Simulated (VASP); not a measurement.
Wanted: the native input for a VASP 6.6.1 run.

* Task: single point
* Functional: LDA
* Potentials or basis: VASP PAW LDA potentials, release 64 (C)
* Cutoff: 520 eV
* k mesh: 15 × 15 × 3
* Occupations: gaussian, width 0.03 eV
* Spin: no spin polarisation
* Dipole correction: no
* Further INCAR settings: ALGO = Normal; EDIFF = 1e-06; NBANDS = 26

The structure of C lies in POSCAR:

```
C
1.0
   -1.2226660053     -2.1164534110      0.0000000000
    1.2226660053     -2.1164534110      0.0000000000
    0.2717035567     -1.8812919209     13.4515291704
C
8
Direct
    0.2916297670      0.2638519893      0.1250000000
    0.7082964337      0.6249631004      0.3750000000
    0.1249631004     -0.0139257885      0.6250000000
    0.5416297670      0.3471853226      0.8750000000
    0.6250368996      0.5972591219      0.1250000000
    0.0417035663     -0.0416297670      0.3750000000
    0.4583702330      0.3194813441      0.6250000000
   -0.1249631004     -0.3194075448      0.8750000000
```

One way to write it, as run:

INCAR

```
PREC     = Accurate       # precision mode
ENCUT    = 520            # plane-wave cutoff, eV
EDIFF    = 1E-6           # SCF threshold, eV
ISMEAR   = 0              # smearing method
SIGMA    = 0.03           # smearing width, eV
LREAL    = False          # projectors in reciprocal space
LASPH    = True           # aspherical terms in the spheres
NELM     = 100            # most SCF steps
ALGO     = Normal         # electronic algorithm
ISIF     = 2              # what is computed and relaxed
LWAVE    = False          # write WAVECAR
LCHARG   = True           # write CHGCAR
LELF     = True           # ELF
LVHAR    = True         
NBANDS   = 26             # bands
```

KPOINTS

```
Automatic mesh
0
Gamma
  15 15 3
```

Potentials or basis: VASP PAW LDA potentials, release 64 (C).

Command:

```sh
$ cat potpaw_LDA.64/C/POTCAR > POTCAR
$ mpirun -np 1 vasp_std > vasp.out
```

It gave:

```
Pressure      : 1.0 GPa
Largest force : 0.032 eV/Å
```

Run time: 8.2 min on 1 thread of Intel(R) Xeon(R) Platinum 8259CL CPU @ 2.50GHz (Skylake/Cascade Lake), on a shared host, peak memory 0.46 GiB.
